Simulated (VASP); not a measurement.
# HPt6 in VASP: single point with PBE

Aim: the single point of HPt6 with PBE.

Everything below comes from runs of VASP 6.6.1. Logs are shortened: lines on timing, memory, paths and dates and some standing lists are left out, and cuts for length are marked.

### 1 The cell of the first run

The cell holds a slab with vacuum, 14 atoms: a = 5.538 Å, b = 5.538 Å, c = 23.272 Å, α = 90.00°, β = 90.00°, γ = 120.00°.

### 2 Single point, PBE

The input, INCAR:

```
PREC = Accurate
ENCUT = 520
EDIFF = 1E-6
ISMEAR = -1
SIGMA = 0.05
LREAL = False
LASPH = True
NELM = 60
ALGO = Normal
ISIF = 2
LWAVE = False
LCHARG = False
LDIPOL = True
IDIPOL = 3
DIPOL = 0.5 0.5 0.465
GGA = PE
NBANDS = 74
```

The input, KPOINTS:

```
Automatic mesh
0
Gamma
  6 6 1
```

The input, POSCAR:

```
HPt6
1.0
    5.5377774675      0.0000000000      0.0000000000
   -2.7688887338      4.7958559674      0.0000000000
    0.0000000000      0.0000000000     23.2715763682
Pt H
12 2
Direct
    0.3333333333      0.1666666667      0.3437670003
    0.3333333333      0.6666666667      0.3437670003
    0.8333333333      0.1666666667      0.3437670003
    0.8333333333      0.6666666667      0.3437670003
    0.6666666667      0.3333333333      0.4409150468
    0.6666666667      0.8333333333      0.4409150468
    0.1666666667      0.3333333333      0.4409150468
    0.1666666667      0.8333333333      0.4409150468
    0.0000000000      0.5000000000      0.5380630934
    0.0000000000      0.0000000000      0.5380630934
    0.5000000000      0.5000000000      0.5380630934
    0.5000000000      0.0000000000      0.5380630934
    0.1666666667      0.3333333333      0.5913469784
    0.1666666667      0.3333333333      0.6235751347
```

Potentials or basis: VASP PAW PBE potentials, release 64 (Pt, H).

Launch:

```console
$ cat potpaw_PBE.64/Pt/POTCAR potpaw_PBE.64/H/POTCAR > POTCAR
$ mpirun -np 1 vasp_std > vasp.out
```

OUTCAR:

```text
PREC = Accurate
   ENCUT = 520
   EDIFF = 1E-6
   ISMEAR = -1
   LREAL = False
   LASPH = True
   NELM = 60
   ISIF = 2
   GGA = PE

 ion  position               nearest neighbor table
   1  0.333  0.167  0.344-   7 2.77   5 2.77   8 2.77   3 2.77   3 2.77   4 2.77   4 2.77   2 2.77
                             2 2.77
   2  0.333  0.667  0.344-   8 2.77   6 2.77   7 2.77   4 2.77   4 2.77   3 2.77   3 2.77   1 2.77
                             1 2.77
   3  0.833  0.167  0.344-   5 2.77   7 2.77   6 2.77   1 2.77   1 2.77   2 2.77   2 2.77   4 2.77
                             4 2.77
   4  0.833  0.667  0.344-   6 2.77   8 2.77   5 2.77   2 2.77   2 2.77   1 2.77   1 2.77   3 2.77
                             3 2.77
   5  0.667  0.333  0.441-   3 2.77   1 2.77   4 2.77   7 2.77   7 2.77   8 2.77   8 2.77   6 2.77
                             6 2.77   9 2.77  12 2.77  11 2.77
   6  0.667  0.833  0.441-   4 2.77   2 2.77   3 2.77   8 2.77   8 2.77   7 2.77   7 2.77   5 2.77
                             5 2.77  10 2.77  11 2.77  12 2.77
   7  0.167  0.333  0.441-   1 2.77   3 2.77   2 2.77   5 2.77   5 2.77   6 2.77   6 2.77   8 2.77
                             8 2.77  11 2.77  10 2.77   9 2.77
   8  0.167  0.833  0.441-   2 2.77   4 2.77   1 2.77   6 2.77   6 2.77   5 2.77   5 2.77   7 2.77
                             7 2.77  12 2.77   9 2.77  10 2.77
   9  0.000  0.500  0.538-  13 2.02  11 2.77  11 2.77  12 2.77  12 2.77  10 2.77  10 2.77   5 2.77
                             8 2.77   7 2.77
  10  0.000  0.000  0.538-  13 2.02  12 2.77  12 2.77  11 2.77  11 2.77   9 2.77   9 2.77   6 2.77
                             7 2.77   8 2.77
  11  0.500  0.500  0.538-  13 2.02   9 2.77   9 2.77  10 2.77  10 2.77  12 2.77  12 2.77   7 2.77
                             6 2.77   5 2.77
  12  0.500  0.000  0.538-  10 2.77  10 2.77   9 2.77   9 2.77  11 2.77  11 2.77   8 2.77   5 2.77
                             6 2.77
  13  0.167  0.333  0.591-  14 0.75  11 2.02  10 2.02   9 2.02
  14  0.167  0.333  0.624-  13 0.75

  LATTYP: Found a hexagonal cell.
 ALAT       =     5.5377774675
 C/A-ratio  =     4.2023314416

  Lattice vectors:

 A1 = (   5.5377774675,   0.0000000000,   0.0000000000)
 A2 = (  -2.7688887338,   4.7958559674,   0.0000000000)
 A3 = (   0.0000000000,   0.0000000000,  23.2715763682)

Analysis of symmetry for initial positions (statically):
=====================================================================
 Subroutine PRICEL returns:
 Original cell was already a primitive cell.

 Routine SETGRP: Setting up the symmetry group for a
 hexagonal supercell.

 Subroutine GETGRP returns: Found  6 space group operations
 (whereof  2 operations were pure point group operations)
 out of a pool of 24 trial point group operations.

The static configuration has the point symmetry C_1h.
 The point group associated with its full space group is C_3v.

Analysis of symmetry for dynamics (positions and initial velocities):
=====================================================================
 Subroutine PRICEL returns:
 Original cell was already a primitive cell.

 Routine SETGRP: Setting up the symmetry group for a
 hexagonal supercell.

 Subroutine GETGRP returns: Found  6 space group operations
 (whereof  2 operations were pure point group operations)
 out of a pool of 24 trial point group operations.

The dynamic configuration has the point symmetry C_1h.
 The point group associated with its full space group is C_3v.

 Subroutine INISYM returns: Found  6 space group operations
 (whereof  2 operations are pure point group operations),
 and found     1 'primitive' translations

----------------------------------------------------------------------------------------

                                     Primitive cell

  volume of cell :     618.0554

  direct lattice vectors                    reciprocal lattice vectors
     5.537777467  0.000000000  0.000000000     0.180577859  0.104256676  0.000000000
    -2.768888734  4.795855967  0.000000000     0.000000000  0.208513351  0.000000000
     0.000000000  0.000000000 23.271576368     0.000000000  0.000000000  0.042970875

  length of vectors
     5.537777467  5.537777468 23.271576368     0.208513351  0.208513351  0.042970875

  position of ions in fractional coordinates (direct lattice)
     0.333333333  0.166666667  0.343767000
     0.333333333  0.666666667  0.343767000
     0.833333333  0.166666667  0.343767000
     0.833333333  0.666666667  0.343767000
     0.666666667  0.333333333  0.440915047
     0.666666667  0.833333333  0.440915047
     0.166666667  0.333333333  0.440915047
     0.166666667  0.833333333  0.440915047
     0.000000000  0.500000000  0.538063093
     0.000000000  0.000000000  0.538063093
     0.500000000  0.500000000  0.538063093
     0.500000000  0.000000000  0.538063093
     0.166666667  0.333333333  0.591346978
     0.166666667  0.333333333  0.623575135

  ion indices of the primitive-cell ions
   primitive index   ion index
                 1           1
                 2           2
                 3           3
                 4           4
                 5           5
                 6           6
                 7           7
                 8           8
                 9           9
                10          10
                11          11
                12          12
                13          13
                14          14

----------------------------------------------------------------------------------------

 KPOINTS: Automatic mesh

Automatic generation of k-mesh.
 Grid dimensions read from file:
 generate k-points for:    6    6    1

 Generating k-lattice:

  Cartesian coordinates                     Fractional coordinates (reciprocal lattice)
     0.030096310  0.017376113  0.000000000     0.166666667 -0.000000000  0.000000000
     0.000000000  0.034752225  0.000000000     0.000000000  0.166666667  0.000000000
     0.000000000  0.000000000  0.042970875     0.000000000  0.000000000  1.000000000

  Length of vectors
     0.034752225  0.034752225  0.042970875

  Shift w.r.t. Gamma in fractional coordinates (k-lattice)
     0.000000000  0.000000000  0.000000000

 Subroutine IBZKPT returns following result:
 ===========================================

 Found      7 irreducible k-points:

 Following reciprocal coordinates:
            Coordinates               Weight
  0.000000  0.000000  0.000000      1.000000
  0.166667 -0.000000  0.000000      6.000000
  0.333333  0.000000  0.000000      6.000000
  0.500000  0.000000  0.000000      3.000000
  0.166667  0.166667  0.000000      6.000000
  0.333333  0.166667  0.000000     12.000000
  0.333333  0.333333  0.000000      2.000000
   k-points           NKPTS =      7   k-points in BZ     NKDIM =      7   number of bands    NBANDS=     74
   number of dos      NEDOS =    301   number of ions     NIONS =     14
   total plane-waves  NPLWV = 317520
   dimension x,y,z NGX =    42 NGY =   42 NGZ =  180
   dimension x,y,z NGXF=    84 NGYF=   84 NGZF=  360
   ions per type =              12   2
   NGX,Y,Z   is equivalent  to a cutoff of  12.61, 12.61, 12.86 a.u.
   NGXF,Y,Z  is equivalent  to a cutoff of  25.22, 25.22, 25.72 a.u.
 SYSTEM =  unknown system
   PREC   = accura    normal or accurate (medium, high low for compatibility)
   ISTART =      0    job   : 0-new  1-cont  2-samecut
   ICHARG =      2    charge: 1-file 2-atom 10-const
   ISPIN  =      1    spin polarized calculation?
   LNONCOLLINEAR =      F non collinear calculations
   LSORBIT =      F    spin-orbit coupling
   LASPH  =      T    aspherical Exc in radial PAW
   ENCUT  =  520.0 eV  38.22 Ry    6.18 a.u.  10.30 10.30 43.27*2*pi/ulx,y,z
   NELM   =     60;   NELMIN=  2; NELMDL= -5     # of ELM steps
   EDIFF  = 0.1E-05   stopping-criterion for ELM
   LREAL  =      F    real-space projection
   EDIFFG = 0.1E-04   stopping-criterion for IOM
   NSW    =      0    number of steps for IOM
   IBRION =     -1    ionic relax: 0-MD 1-quasi-New 2-CG
   NFREE  =      0    steps in history (QN), initial steepest desc. (CG)
   ISIF   =      2    stress and relaxation
   ISYM   =      2    0-nonsym 1-usesym 2-fastsym
   POTIM  = 0.5000    time-step for ionic-motion
   TEBEG  =    0.0;   TEEND  =   0.0 temperature during run
   PSTRESS=    0.0 pullay stress
   NELECT =     122.0000    total number of electrons
   NUPDOWN=      -1.0000    fix difference up-down
   EMIN   =  10.00;   EMAX   =-10.00  energy-range for DOS
   EFERMI =   0.00;   METHOD = LEGACY
   ISMEAR =    -1;   SIGMA  =   0.05  broadening in eV -4-tet -1-fermi 0-gaus
   EFERMI_NEDOS =   21; number of points for ismear=-14 and -15
   IALGO  =     38    algorithm
   IMIX   =      4    mixing-type and parameters
     AMIX     =   0.40;   BMIX     =  1.00
     AMIX_MAG =   1.60;   BMIX_MAG =  1.00
  volume/ion in A,a.u.               =      44.15       297.92
  Fermi-wavevector in a.u.,A,eV,Ry     =   0.953204  1.801293 12.362212  0.908597
  Thomas-Fermi vector in A             =   2.081837
   LORBIT       =      0    0 simple, 1 ext, 2 COOP (PROOUT), +10 PAW based schemes
   GGA     = PE    functional components
   LHFCALC =     F    Hartree Fock is set to
   AEXX    =    0.0000 exact exchange contribution
   IVDW    =     0    specifies the selected vdW correction
   LEPSILON=     F    determine dielectric tensor
   LRPA    =     F    only Hartree local field effects (RPA)
 non-spin polarized calculation
  energy-cutoff  :      520.00
  volume of cell :      618.06
 maximum number of plane-waves:     16696
 NGX is ok and might be reduce to    42
   NGX = 21   NGY = 21   NGZ = 87

 dipolmoment           0.000000      0.000000      0.049751 electrons x Angstroem

 number of electron     122.0000015 magnetization

 dipolmoment           0.000000      0.000000     -0.107525 electrons x Angstroem

 Free energy of the ion-electron system (eV)
  ---------------------------------------------------
  ext. energy  EPLUGINS =         0.00000000
  ---------------------------------------------------
  free energy    TOTEN  =       -74.32561908 eV

  energy without entropy =      -74.09868571  energy(sigma->0) =      -74.21215240

 E-fermi :  -0.5085     XC(G=0):  -4.8392

 val. band max:       -0.5093165127   @ k =   0.3333   0.0000   0.0000
 cond. band min:      -0.5007187034   @ k =   0.5000   0.0000   0.0000
 fundamental gap:      0.0085978093
 Fermi energy:        -0.5085498626

 k-point     1 :       0.0000    0.0000    0.0000
  band No.  band energies     occupation
      1     -10.1750      2.00000
      2      -9.2762      2.00000
      3      -7.7445      2.00000
      4      -7.3966      2.00000
      5      -7.1575      2.00000
      6      -7.1575      2.00000
[... 65 lines left out ...]
     72       2.4009      0.00000
     73       2.4009      0.00000

 k-point     2 :       0.1667   -0.0000    0.0000
  band No.  band energies     occupation
      1     -10.0022      2.00000
      2      -9.1274      2.00000
      3      -7.5232      2.00000
      4      -7.1955      2.00000
      5      -7.1527      2.00000
      6      -6.9687      2.00000
[... 372 lines left out ...]
 k-point     7 :       0.3333    0.3333    0.0000
  band No.  band energies     occupation
      1      -9.4168      2.00000
      2      -7.4366      2.00000
      3      -7.4188      2.00000
      4      -7.3406      2.00000
      5      -6.1639      2.00000
      6      -6.1381      2.00000
[... 65 lines left out ...]
     72       4.5357      0.00000
     73       4.6971      0.00000
 [bands above 73 left out]

------------------------ aborting loop because EDIFF is reached ----------------------------------------

 vacuum level on the upper side and lower side of the slab       (xc-potential included)        -0.505         0.214

  FORCE on cell =-STRESS in cart. coord.  units (eV):
  Direction    XX          YY          ZZ          XY          YZ          ZX
  --------------------------------------------------------------------------------------
  -------------------------------------------------------------------------------------
  Total       -4.4356537     -4.4356537     12.9896731      0.0000000      0.0000000     -0.0000000
  in kB      -11.4984892    -11.4984892     33.6729658      0.0000000      0.0000000     -0.0000000
  external PRESSURE =       3.5586625 kB  Pullay stress =       0.0000000 kB

 VOLUME and BASIS-vectors are now :
 -----------------------------------------------------------------------------
  energy-cutoff  :      520.00
  volume of cell :      618.06
      direct lattice vectors                 reciprocal lattice vectors
     5.537777467  0.000000000  0.000000000     0.180577859  0.104256676  0.000000000
    -2.768888734  4.795855967  0.000000000     0.000000000  0.208513351  0.000000000
     0.000000000  0.000000000 23.271576368     0.000000000  0.000000000  0.042970875

 POSITION                                       TOTAL-FORCE (eV/Angst)
 -----------------------------------------------------------------------------------
      1.38444      0.79931      8.00000        -0.002789      0.001610     -0.543004
     -0.00000      3.19724      8.00000         0.000000     -0.003220     -0.543004
      4.15333      0.79931      8.00000         0.002789      0.001610     -0.543004
      2.76889      3.19724      8.00000         0.000000     -0.000000     -0.440249
      2.76889      1.59862     10.26079         0.000000     -0.021166     -0.000259
      1.38444      3.99655     10.26079        -0.018330      0.010583     -0.000259
      0.00000      1.59862     10.26079         0.000000     -0.000000     -0.305050
     -1.38444      3.99655     10.26079         0.018330      0.010583     -0.000259
     -1.38444      2.39793     12.52158        -0.596577      0.344434      0.291639
      0.00000      0.00000     12.52158         0.000000     -0.688868      0.291639
      1.38444      2.39793     12.52158         0.596577      0.344434      0.291639
      2.76889      0.00000     12.52158         0.000000     -0.000000      0.374193
      0.00000      1.59862     13.76158        -0.000000     -0.000000     -1.196384
      0.00000      1.59862     14.51158         0.000000     -0.000000      2.322365
 -----------------------------------------------------------------------------------
    total drift:                                0.000000     -0.000000      0.000271

  FREE ENERGIE OF THE ION-ELECTRON SYSTEM (eV)
  ---------------------------------------------------
  free  energy   TOTEN  =       -74.3256190844 eV

  energy  without entropy=      -74.0986857117  energy(sigma->0) =      -74.21215240

 vacuum level on the upper side and lower side of the slab         4.424         5.154
```

Run time: 16 min. Hardware: 1 thread of Intel Xeon 6975P-C (Granite Rapids), shared host; peak memory 0.77 GiB.

What came out:

| Quantity | Value |
| --- | --- |
| Free energy | -74.3256 eV |
| Largest force | 2.322 eV/Å |
| Band gap on the k mesh | zero (bands 61 and 62 overlap by 0.78 eV) |

Forces on the atoms (eV/Å):
```
Pt  -0.003  0.002 -0.543
Pt   0.000 -0.003 -0.543
Pt   0.003  0.002 -0.543
Pt   0.000  0.000 -0.440
Pt   0.000 -0.021  0.000
Pt  -0.018  0.011  0.000
Pt   0.000  0.000 -0.305
Pt   0.018  0.011  0.000
Pt  -0.597  0.344  0.292
Pt   0.000 -0.689  0.292
Pt   0.597  0.344  0.292
Pt   0.000  0.000  0.374
H    0.000  0.000 -1.196
H    0.000  0.000  2.322
```

Levels at points of the mesh, in eV from the Fermi level:
| k point | band 58 | band 59 | band 60 | band 61 | band 62 | band 63 |
| --- | --- | --- | --- | --- | --- | --- |
| (0.00, 0.00, 0.00) | 0.21 | 0.50 | 0.53 | 0.53 | 0.61 | 0.61 |
| (0.50, 0.00, 0.00) | -0.71 | -0.29 | -0.19 | 0.01 | 0.02 | 0.03 |

Caveat: spin-orbit coupling is left out, which moves the levels of the heavy elements.
